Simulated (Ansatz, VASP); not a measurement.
Two plane-wave programs on TaN

Contents of INCAR:

```
SYSTEM = TaN
PREC = Accurate
ENCUT = 520
EDIFF = 1E-6
ISMEAR = 0
SIGMA = 0.15
LREAL = .False.
LASPH = .True.
NELM = 80
ALGO = Normal
ISIF = 2
LWAVE = .False.
LCHARG = .True.
GGA = PS
LELF = .True.
LVHAR = .True.
NBANDS = 15
```

File KPOINTS:

```
regular mesh
0
Gamma
  24 24 24
  0 0 0
```

The input POSCAR:

```
TaN
1.0
    3.1497717156      0.0000000000      0.0000000000
   -1.5748858578      2.7277823218      0.0000000000
    0.0000000000      0.0000000000      2.4739180876
Ta N
1 1
Direct
    0.3333333333      0.6666666667      0.5000000000
    0.0000000000      0.0000000000      0.0000000000
```

Input for Ansatz:

```yaml
crystal:
  lattice:
    - [3.1497717156, 0.0, 0.0]
    - [-1.5748858578, 2.7277823218, 0.0]
    - [0.0, 0.0, 2.4739180876]
  atoms:
    - { symbol: Ta, position: [0.3333333333, 0.6666666667, 0.5] }
    - { symbol: "N", position: [0.0, 0.0, 0.0] }
basis:
  ecutwfc: 420
kpoints:
  mp_grid: { grid: [24, 24, 24] }
hamiltonian:
  xc: pbesol
scf:
  occupations: { method: gaussian, width: 0.15 }
output:
  forces: true
  stress: true
  eigenvalues: true
```

Alike in both runs: task single point; functional PBEsol; k mesh 24 × 24 × 24; occupations gaussian, width 0.15 eV; no spin polarisation.

|  | VASP | Ansatz |
| --- | --- | --- |
| version | VASP 6.6.1 | Ansatz 0.2.0 |
| potentials or method | VASP PAW PBE potentials, release 64 (Ta_pv, N), cutoff 520 eV | scalar-relativistic, plane waves, PAW |
| valence electrons in the cell | 16 | 18 |

```tsv
	VASP	Ansatz	Ansatz less VASP
gap on the k mesh at the Fermi level (eV)	none	none	-
pressure (GPa)	20.6	19.4	-1.19
traceless stress, the component that is largest in VASP (GPa)	107.66	107.14	-0.524
```

VASP's potentials were made for PBE, not for PBEsol. A gap of «none» marks a metal or a gap that the smearing closes. VASP's potentials hold 16 valence electrons a cell and Ansatz's 18, so a difference there can come from the potentials and not from the codes.

Spin-orbit coupling is off throughout.
